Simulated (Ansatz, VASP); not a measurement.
Ru: VASP beside Ansatz

The input INCAR:

```
PREC     = Accurate       # precision mode
ENCUT    = 520            # plane-wave cutoff, eV
EDIFF    = 1E-7           # SCF threshold, eV
ISMEAR   = -1             # smearing method
SIGMA    = 0.1            # smearing width, eV
LREAL    = F              # projectors in reciprocal space
LASPH    = T              # aspherical terms in the spheres
NELM     = 100            # most SCF steps
ALGO     = Normal         # electronic algorithm
ISIF     = 2              # what is computed and relaxed
LWAVE    = F              # write WAVECAR
LCHARG   = F              # write CHGCAR
NBANDS   = 21             # bands
```

File KPOINTS:

```
regular mesh
0
Gamma
  13 13 13
```

Contents of POSCAR:

```
Ru
1.0
    0.0000000000      2.4861693204      2.4861693204
    2.4861693204      0.0000000000      2.4861693204
    2.4861693204      2.4861693204      0.0000000000
Ru
2
Direct
   -0.1250000000     -0.1250000000     -0.1250000000
    0.1250000000      0.1250000000      0.1250000000
```

Input for Ansatz:

```yaml
crystal:
  lattice:
    - [0.0, 2.4861693204, 2.4861693204]
    - [2.4861693204, 0.0, 2.4861693204]
    - [2.4861693204, 2.4861693204, 0.0]
  atoms:
    - { symbol: Ru, position: [-0.125, -0.125, -0.125] }
    - { symbol: Ru, position: [0.125, 0.125, 0.125] }
kpoints:
  mp_grid: { grid: [13, 13, 13] }
scf:
  occupations: { method: fermi_dirac, width: 0.1 }
hamiltonian:
  xc: lda
  pseudopotentials: { kind: all_electron, lapw: { basis_error: 0.001 } }
output:
  forces: true
  stress: true
  eigenvalues: true
  populations: true
```

Change from the starting cell: volume scaled by 0.8, LAPW.

Alike in both runs: task single point; functional LDA; k mesh 13 × 13 × 13; occupations fermi-dirac, width 0.1 eV; no spin polarisation.

|  | VASP | Ansatz |
| --- | --- | --- |
| version | VASP 6.6.1 | Ansatz 0.2.0 |
| potentials or method | VASP PAW LDA potentials, release 64 (Ru_pv), cutoff 520 eV | all-electron LAPW, scalar-relativistic |

|  | VASP | Ansatz | Ansatz less VASP |
| --- | --- | --- | --- |
| pressure (GPa) | 75.1 | 72.2 | -2.89 |

LDA's correlation is that of Perdew and Zunger in VASP and of Perdew and Wang (1992) in Ansatz. Both programs put the cell under a high pressure, so it lies far from rest at this level. Ansatz ran all-electron here, and VASP with PAW potentials.

Noted on VASP's run: the cell as given lies far from equilibrium.
